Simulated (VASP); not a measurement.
# BeTe (zincblende type) (F-43m) in VASP: further runs, part 2 of 3

VASP 6.6.1. The steps go on from the part before.

### Step 3. Single point, PBE (volume scaled by 0.9)

The input, INCAR:

```
PREC = Accurate ; ENCUT = 520
EDIFF = 1E-6 ; ISMEAR = -1
SIGMA = 0.1 ; LREAL = F
LASPH = T ; NELM = 80
ALGO = Normal ; ISIF = 2
LWAVE = F ; LCHARG = F
GGA = PE ; NBANDS = 11
```

The input, KPOINTS:

```
Automatic mesh
0
Gamma
  13 13 13
```

The input, POSCAR:

```
BeTe
1.0
    0.0000000000      2.7345254195      2.7345254195
    2.7345254195      0.0000000000      2.7345254195
    2.7345254195      2.7345254195      0.0000000000
Be Te
1 1
Direct
    0.0000000000      0.0000000000      0.0000000000
    0.2500000000      0.2500000000      0.2500000000
```

Potentials or basis: VASP PAW PBE potentials, release 64 (Be, Te).

Started as:

```
$ cat potpaw_PBE.64/Be/POTCAR potpaw_PBE.64/Te/POTCAR > POTCAR
$ mpirun -np 1 vasp_std > vasp.out
```

OUTCAR:

```text
PREC = Accurate
   ENCUT = 520
   EDIFF = 1E-6
   ISMEAR = -1
   LREAL = F
   LASPH = T
   NELM = 80
   ISIF = 2
   GGA = PE

 ion  position               nearest neighbor table
   1  0.000  0.000  0.000-   2 2.37   2 2.37   2 2.37   2 2.37
   2  0.250  0.250  0.250-   1 2.37   1 2.37   1 2.37   1 2.37

  LATTYP: Found a face centered cubic cell.
 ALAT       =     5.4690508390

  Lattice vectors:

 A1 = (   0.0000000000,   2.7345254195,   2.7345254195)
 A2 = (   2.7345254195,   0.0000000000,   2.7345254195)
 A3 = (   2.7345254195,   2.7345254195,   0.0000000000)

Analysis of symmetry for initial positions (statically):
=====================================================================
 Subroutine PRICEL returns:
 Original cell was already a primitive cell.

 Routine SETGRP: Setting up the symmetry group for a
 face centered cubic supercell.

 Subroutine GETGRP returns: Found 24 space group operations
 (whereof 24 operations were pure point group operations)
 out of a pool of 48 trial point group operations.

The static configuration has the point symmetry T_d .

Analysis of symmetry for dynamics (positions and initial velocities):
=====================================================================
 Subroutine PRICEL returns:
 Original cell was already a primitive cell.

 Routine SETGRP: Setting up the symmetry group for a
 face centered cubic supercell.

 Subroutine GETGRP returns: Found 24 space group operations
 (whereof 24 operations were pure point group operations)
 out of a pool of 48 trial point group operations.

The dynamic configuration has the point symmetry T_d .

 Subroutine INISYM returns: Found 24 space group operations
 (whereof 24 operations are pure point group operations),
 and found     1 'primitive' translations

----------------------------------------------------------------------------------------

                                     Primitive cell

  volume of cell :      40.8955

  direct lattice vectors                    reciprocal lattice vectors
     0.000000000  2.734525420  2.734525420    -0.182847084  0.182847084  0.182847084
     2.734525420  0.000000000  2.734525420     0.182847084 -0.182847084  0.182847084
     2.734525420  2.734525420  0.000000000     0.182847084  0.182847084 -0.182847084

  length of vectors
     3.867202935  3.867202935  3.867202935     0.316700440  0.316700440  0.316700440

  position of ions in fractional coordinates (direct lattice)
     0.000000000  0.000000000  0.000000000
     0.250000000  0.250000000  0.250000000

  ion indices of the primitive-cell ions
   primitive index   ion index
                 1           1
                 2           2

----------------------------------------------------------------------------------------

 KPOINTS: Automatic mesh

Automatic generation of k-mesh.
 Grid dimensions read from file:
 generate k-points for:   13   13   13

 Generating k-lattice:

  Cartesian coordinates                     Fractional coordinates (reciprocal lattice)
    -0.014065160  0.014065160  0.014065160     0.076923077  0.000000000  0.000000000
     0.014065160 -0.014065160  0.014065160     0.000000000  0.076923077  0.000000000
     0.014065160  0.014065160 -0.014065160     0.000000000  0.000000000  0.076923077

  Length of vectors
     0.024361572  0.024361572  0.024361572

  Shift w.r.t. Gamma in fractional coordinates (k-lattice)
     0.000000000  0.000000000  0.000000000

 Subroutine IBZKPT returns following result:
 ===========================================

 Found     84 irreducible k-points:

 Following reciprocal coordinates:
            Coordinates               Weight
  0.000000  0.000000  0.000000      1.000000
  0.076923  0.000000  0.000000      8.000000
  0.153846  0.000000  0.000000      8.000000
  0.230769  0.000000  0.000000      8.000000
  0.307692  0.000000  0.000000      8.000000
  0.384615  0.000000  0.000000      8.000000
[... 16 lines left out ...]
  0.384615  0.153846  0.000000     24.000000
  0.461538  0.153846  0.000000     24.000000
 [... further k-points ...]
   k-points           NKPTS =     84   k-points in BZ     NKDIM =     84   number of bands    NBANDS=     11
   number of dos      NEDOS =    301   number of ions     NIONS =      2
   total plane-waves  NPLWV =  27000
   dimension x,y,z NGX =    30 NGY =   30 NGZ =   30
   dimension x,y,z NGXF=    60 NGYF=   60 NGZF=   60
   ions per type =               1   1
   NGX,Y,Z   is equivalent  to a cutoff of  12.90, 12.90, 12.90 a.u.
   NGXF,Y,Z  is equivalent  to a cutoff of  25.79, 25.79, 25.79 a.u.
 SYSTEM =  unknown system
   PREC   = accura    normal or accurate (medium, high low for compatibility)
   ISTART =      0    job   : 0-new  1-cont  2-samecut
   ICHARG =      2    charge: 1-file 2-atom 10-const
   ISPIN  =      1    spin polarized calculation?
   LNONCOLLINEAR =      F non collinear calculations
   LSORBIT =      F    spin-orbit coupling
   LASPH  =      T    aspherical Exc in radial PAW
   ENCUT  =  520.0 eV  38.22 Ry    6.18 a.u.   7.19  7.19  7.19*2*pi/ulx,y,z
   NELM   =     80;   NELMIN=  2; NELMDL= -5     # of ELM steps
   EDIFF  = 0.1E-05   stopping-criterion for ELM
   LREAL  =      F    real-space projection
   EDIFFG = 0.1E-04   stopping-criterion for IOM
   NSW    =      0    number of steps for IOM
   IBRION =     -1    ionic relax: 0-MD 1-quasi-New 2-CG
   NFREE  =      0    steps in history (QN), initial steepest desc. (CG)
   ISIF   =      2    stress and relaxation
   ISYM   =      2    0-nonsym 1-usesym 2-fastsym
   POTIM  = 0.5000    time-step for ionic-motion
   TEBEG  =    0.0;   TEEND  =   0.0 temperature during run
   PSTRESS=    0.0 pullay stress
   NELECT =       8.0000    total number of electrons
   NUPDOWN=      -1.0000    fix difference up-down
   EMIN   =  10.00;   EMAX   =-10.00  energy-range for DOS
   EFERMI =   0.00;   METHOD = LEGACY
   ISMEAR =    -1;   SIGMA  =   0.10  broadening in eV -4-tet -1-fermi 0-gaus
   EFERMI_NEDOS =   21; number of points for ismear=-14 and -15
   IALGO  =     38    algorithm
   IMIX   =      4    mixing-type and parameters
     AMIX     =   0.40;   BMIX     =  1.00
     AMIX_MAG =   1.60;   BMIX_MAG =  1.00
  volume/ion in A,a.u.               =      20.45       137.99
  Fermi-wavevector in a.u.,A,eV,Ry     =   0.950341  1.795884 12.288078  0.903148
  Thomas-Fermi vector in A             =   2.078709
   LORBIT       =      0    0 simple, 1 ext, 2 COOP (PROOUT), +10 PAW based schemes
   GGA     = PE    functional components
   LHFCALC =     F    Hartree Fock is set to
   AEXX    =    0.0000 exact exchange contribution
   IVDW    =     0    specifies the selected vdW correction
   LEPSILON=     F    determine dielectric tensor
   LRPA    =     F    only Hartree local field effects (RPA)
 non-spin polarized calculation
  energy-cutoff  :      520.00
  volume of cell :       40.90
 maximum number of plane-waves:      1117
 NGX is ok and might be reduce to    30
   NGX = 15   NGY = 15   NGZ = 15

 number of electron       8.0000000 magnetization

 Free energy of the ion-electron system (eV)
  ---------------------------------------------------
  ext. energy  EPLUGINS =         0.00000000
  ---------------------------------------------------
  free energy    TOTEN  =        -7.52579397 eV

  energy without entropy =       -7.52578997  energy(sigma->0) =       -7.52579197

 E-fermi :   7.0189     XC(G=0):  -9.4166

 val. band max:        6.1295969038   @ k =   0.0000   0.0000   0.0000
 cond. band min:       7.8903753491   @ k =   0.4615   0.4615   0.0000
 fundamental gap:      1.7607784453
 Fermi energy:         7.0188786504

 k-point     1 :       0.0000    0.0000    0.0000
  band No.  band energies     occupation
      1      -6.7860      2.00000
      2       6.1296      1.99973
      3       6.1296      1.99973
      4       6.1296      1.99973
      5       9.6527      0.00000
      6       9.6527      0.00000
      7       9.6527      0.00000
      8      10.6198      0.00000
      9      14.5638      0.00000
     10      16.5576      0.00000
     11      16.5576      0.00000
[... 309 lines left out ...]
 k-point    24 :       0.4615    0.1538    0.0000
  band No.  band energies     occupation
      1      -5.2231      2.00000
      2       0.5882      2.00000
      3       3.8493      2.00000
      4       4.3067      2.00000
      5       9.5361      0.00000
      6      11.3241      0.00000
      7      11.8542      0.00000
      8      13.1600      0.00000
      9      16.1443      0.00000
     10      18.0565      0.00000
     11      18.2976      0.00000

 [... further k-points ...]

------------------------ aborting loop because EDIFF is reached ----------------------------------------

  FORCE on cell =-STRESS in cart. coord.  units (eV):
  Direction    XX          YY          ZZ          XY          YZ          ZX
  --------------------------------------------------------------------------------------
  -------------------------------------------------------------------------------------
  Total        1.9185776      1.9185776      1.9185776     -0.0000000      0.0000000      0.0000000
  in kB       75.1647227     75.1647227     75.1647227     -0.0000000      0.0000000      0.0000000
  external PRESSURE =      75.1647227 kB  Pullay stress =       0.0000000 kB

 VOLUME and BASIS-vectors are now :
 -----------------------------------------------------------------------------
  energy-cutoff  :      520.00
  volume of cell :       40.90
      direct lattice vectors                 reciprocal lattice vectors
     0.000000000  2.734525420  2.734525420    -0.182847084  0.182847084  0.182847084
     2.734525420  0.000000000  2.734525420     0.182847084 -0.182847084  0.182847084
     2.734525420  2.734525420  0.000000000     0.182847084  0.182847084 -0.182847084

 POSITION                                       TOTAL-FORCE (eV/Angst)
 -----------------------------------------------------------------------------------
      0.00000      0.00000      0.00000        -0.000000     -0.000000     -0.000000
      1.36726      1.36726      1.36726         0.000000      0.000000      0.000000
 -----------------------------------------------------------------------------------
    total drift:                                0.000000      0.000000      0.000000

  FREE ENERGIE OF THE ION-ELECTRON SYSTEM (eV)
  ---------------------------------------------------
  free  energy   TOTEN  =        -7.5257939746 eV

  energy  without entropy=       -7.5257899698  energy(sigma->0) =       -7.52579197
```

OSZICAR:

```text
N       E                     dE             d eps       ncg     rms          rms(c)
DAV:   1     0.198250243224E+02    0.19825E+02   -0.33173E+03  1848   0.589E+02
DAV:   2    -0.662358700572E+01   -0.26449E+02   -0.25258E+02  2420   0.964E+01
DAV:   3    -0.772647369759E+01   -0.11029E+01   -0.11008E+01  2406   0.204E+01
DAV:   4    -0.773790450833E+01   -0.11431E-01   -0.11430E-01  2246   0.236E+00
DAV:   5    -0.773812011992E+01   -0.21561E-03   -0.21561E-03  2399   0.319E-01    0.474E+00
DAV:   6    -0.757120497936E+01    0.16692E+00   -0.21219E-01  2170   0.194E+00    0.281E+00
DAV:   7    -0.752513261966E+01    0.46072E-01   -0.14554E-01  2242   0.169E+00    0.627E-01
DAV:   8    -0.752547794532E+01   -0.34533E-03   -0.79921E-03  2096   0.530E-01    0.100E-01
DAV:   9    -0.752573152398E+01   -0.25358E-03   -0.40758E-04  2249   0.119E-01    0.395E-02
DAV:  10    -0.752579339727E+01   -0.61873E-04   -0.83064E-05  2061   0.480E-02    0.190E-02
DAV:  11    -0.752579397462E+01   -0.57735E-06   -0.28789E-06  2427   0.936E-03
   1 F= -.75257940E+01 E0= -.75257920E+01  d E =-.400483E-05
```

Wall time 36 s (1 thread of Intel Xeon Platinum 8259CL at 2.50GHz (Skylake/Cascade Lake), shared host); peak memory 0.19 GiB.

Results:

```
Free energy            : -7.5258 eV
Pressure               : 7.5 GPa
Band gap on the k mesh : 1.76 eV, indirect (least direct gap 3.52 eV)
```

Caveat: the cell differs from its parent crystal (volume scaled by 0.9); spin-orbit coupling is left out, which moves the levels of the heavy elements.

### Step 4. Single point, PBE

This run uses another cell than the first one, of 22.72 Å³/atom, 1.250 times its volume.

The input, INCAR:

```
ALGO = Normal ; EDIFF = 1E-6
ENCUT = 520 ; GGA = PE
ISIF = 2 ; ISMEAR = -1
LASPH = True ; LCHARG = False
LREAL = False ; LWAVE = False
NBANDS = 11 ; NELM = 100
PREC = Accurate ; SIGMA = 0.1
```

The input, KPOINTS:

```
k-points
0
Gamma
  13 13 13
```

The input, POSCAR:

```
BeTe
1.0
    0.0000000000      2.8322687573      2.8322687573
    2.8322687573      0.0000000000      2.8322687573
    2.8322687573      2.8322687573      0.0000000000
Be Te
1 1
Direct
    0.0000000000      0.0000000000      0.0000000000
    0.2500000000      0.2500000000      0.2500000000
```

Potentials or basis: VASP PAW PBE potentials, release 64 (Be, Te).

Started as:

```
$ cat potpaw_PBE.64/Be/POTCAR potpaw_PBE.64/Te/POTCAR > POTCAR
$ mpirun -np 1 vasp_std > vasp.out
```

OUTCAR:

```text
EDIFF = 1E-6
   ENCUT = 520
   GGA = PE
   ISIF = 2
   ISMEAR = -1
   LASPH = True
   LREAL = False
   NELM = 100
   PREC = Accurate

 ion  position               nearest neighbor table
   1  0.000  0.000  0.000-   2 2.45   2 2.45   2 2.45   2 2.45
   2  0.250  0.250  0.250-   1 2.45   1 2.45   1 2.45   1 2.45

  LATTYP: Found a face centered cubic cell.
 ALAT       =     5.6645375146

  Lattice vectors:

 A1 = (   0.0000000000,   2.8322687573,   2.8322687573)
 A2 = (   2.8322687573,   0.0000000000,   2.8322687573)
 A3 = (   2.8322687573,   2.8322687573,   0.0000000000)

Analysis of symmetry for initial positions (statically):
=====================================================================
 Subroutine PRICEL returns:
 Original cell was already a primitive cell.

 Routine SETGRP: Setting up the symmetry group for a
 face centered cubic supercell.

 Subroutine GETGRP returns: Found 24 space group operations
 (whereof 24 operations were pure point group operations)
 out of a pool of 48 trial point group operations.

The static configuration has the point symmetry T_d .

[... 171 lines left out ...]
      3       4.9040      1.99993
      4       4.9040      1.99993
      5       8.5280      0.00000
      6       8.5280      0.00000
      7       8.5280      0.00000
      8       8.5998      0.00000
      9      13.1948      0.00000
     10      15.1128      0.00000
     11      15.1128      0.00000
[... 309 lines left out ...]
 k-point    24 :       0.4615    0.1538    0.0000
  band No.  band energies     occupation
      1      -5.9824      2.00000
      2      -0.0224      2.00000
      3       2.9073      2.00000
      4       3.3486      2.00000
      5       8.3379      0.00000
      6       9.8386      0.00000
      7      10.5425      0.00000
      8      11.7848      0.00000
      9      14.7405      0.00000
     10      16.3024      0.00000
     11      16.6548      0.00000

 [... further k-points ...]

------------------------ aborting loop because EDIFF is reached ----------------------------------------

  FORCE on cell =-STRESS in cart. coord.  units (eV):
  Direction    XX          YY          ZZ          XY          YZ          ZX
  --------------------------------------------------------------------------------------
  -------------------------------------------------------------------------------------
  Total        0.0313076      0.0313076      0.0313076      0.0000000      0.0000000     -0.0000000
  in kB        1.1038928      1.1038928      1.1038928      0.0000000      0.0000000     -0.0000000
  external PRESSURE =       1.1038928 kB  Pullay stress =       0.0000000 kB

 VOLUME and BASIS-vectors are now :
 -----------------------------------------------------------------------------
  energy-cutoff  :      520.00
  volume of cell :       45.44
      direct lattice vectors                 reciprocal lattice vectors
     0.000000000  2.832268757  2.832268757    -0.176536919  0.176536919  0.176536919
     2.832268757  0.000000000  2.832268757     0.176536919 -0.176536919  0.176536919
     2.832268757  2.832268757  0.000000000     0.176536919  0.176536919 -0.176536919

 POSITION                                       TOTAL-FORCE (eV/Angst)
 -----------------------------------------------------------------------------------
      0.00000      0.00000      0.00000        -0.000000     -0.000000     -0.000000
      1.41613      1.41613      1.41613         0.000000      0.000000      0.000000
 -----------------------------------------------------------------------------------
    total drift:                                0.000000      0.000000      0.000000

  FREE ENERGIE OF THE ION-ELECTRON SYSTEM (eV)
  ---------------------------------------------------
  free  energy   TOTEN  =        -7.6251190854 eV

  energy  without entropy=       -7.6251176273  energy(sigma->0) =       -7.62511836
```

stdout:

```text
POSCAR found type information on POSCAR BeTe
 POSCAR found :  2 types and       2 ions
 scaLAPACK will be used
 LDA part: xc-table for (Slater+PW92), standard interpolation
 POSCAR, INCAR and KPOINTS ok, starting setup
 FFT: planning ... GRIDC
 FFT: planning ... GRID_SOFT
 FFT: planning ... GRID
 WAVECAR not read
 entering main loop
```

Run time: 36 s. Hardware: 1 thread of Intel Xeon Platinum 8259CL at 2.50GHz (Skylake/Cascade Lake), shared host; peak memory 0.19 GiB.

What came out:

* Free energy: -7.6251 eV
* Pressure: 0.1 GPa
* Band gap on the k mesh: 2.03 eV, indirect (least direct gap 3.62 eV)

Caveat: spin-orbit coupling is left out, which moves the levels of the heavy elements.

(Part 2 of 3 ends here.)
